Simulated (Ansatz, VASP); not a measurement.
## One calculation of HgPt, two programs

The input INCAR:

```
  ALGO = Normal
  EDIFF = 1E-8
  ENCUT = 520
  ISIF = 2
  ISMEAR = -1
  LASPH = T
  LCHARG = F
  LEFG = T
  LREAL = F
  LWAVE = F
  NBANDS = 18
  NELM = 80
  PREC = Accurate
  SIGMA = 0.03
```

The input KPOINTS:

```
k-points
0
Gamma
  12 12 10
```

POSCAR

```
HgPt
1.0
    2.9808705044      0.0000000000      0.0000000000
    0.0000000000      2.9808705044      0.0000000000
    0.0000000000      0.0000000000      3.8377077346
Hg Pt
1 1
Direct
    0.0000000000      0.0000000000      0.0000000000
    0.5000000000      0.5000000000      0.5000000000
```

Input for Ansatz:

```yaml
crystal:
  lattice:
    - [2.9808705044, 0.0, 0.0]
    - [0.0, 2.9808705044, 0.0]
    - [0.0, 0.0, 3.8377077346]
  atoms:
    - { symbol: Hg, position: [0.0, 0.0, 0.0] }
    - { symbol: Pt, position: [0.5, 0.5, 0.5] }
kpoints:
  mp_grid: { grid: [12, 12, 10] }
scf:
  occupations: { method: fermi_dirac, width: 0.03 }
hamiltonian:
  xc: lda
  pseudopotentials: { kind: paw }
output:
  forces: true
  stress: true
  eigenvalues: true
  efg: { contact_densities: true }
  write_density: true
  write_potential: true
  elf: true
  volumetric_format: npy
```

Change from the starting cell: volume scaled by 1.01, PAW files.

Alike in both runs: task electric field gradients; functional LDA; k mesh 12 × 12 × 10; occupations fermi-dirac, width 0.03 eV; no spin polarisation.

|  | VASP | Ansatz |
| --- | --- | --- |
| version | VASP 6.6.1 | Ansatz 0.2.0 |
| potentials or method | VASP PAW LDA potentials, release 64 (Hg, Pt) | PAW with Ansatz's default frozen-core files, scalar-relativistic |
| plane-wave cutoff (eV) | 520 | 420 |
| valence electrons in the cell | 22 | 38 |

```tsv
	VASP	Ansatz	Ansatz less VASP
pressure (GPa)	-1.5	-3.5	-1.95
traceless stress, the component that is largest in VASP (GPa)	0.47	0.37	-0.104
size of Vzz on the site where it differs most (V/Å²)	102.5	109.8	+7.30
```

LDA's correlation is that of Perdew and Zunger in VASP and of Perdew and Wang (1992) in Ansatz. VASP's potentials hold 22 valence electrons a cell and Ansatz's 38, so a difference there can come from the potentials and not from the codes.

Neither program's run includes spin-orbit coupling.
